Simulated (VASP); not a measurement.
Runs of VASP 6.6.1 on Sr. The structure is that of space group Fm-3m (No. 225), or close to it. The cells are those of the table. 

```tsv
task	cell	cutoff (eV)	k mesh for the DOS	occupations for the DOS	gap on the mesh (eV)	pressure (GPa)
single point	a = 4.187 Å, angles 60.0°, 1 atom	520	-	-	-	0.0
single point	a = 3.531 Å, angles 60.0°, 1 atom	520	-	-	none	13.6
single point	a = 4.072 Å, angles 60.0°, 1 atom	520	-	-	(a)	1.2
relaxation of cell and atoms	relaxed from a = 4.196 Å, angles 60.0°, 1 atom	600	-	-	-	0.0
```

Alike in all rows: level PBEsol; potentials or basis VASP PAW PBE potentials, release 64 (Sr_sv); no spin polarisation; k mesh 11 × 11 × 11; smearing fermi-dirac 0.05 eV.

Problem. Estimate the missing entries.

Solution. (a) 0.14.

Caveats: the PAW data sets were made with another functional, which shifts forces and pressure a little.

A k mesh can miss the band edges, and the runs leave out spin-orbit coupling on Sr.

A gap of «none» marks levels without a gap at the run's occupations.
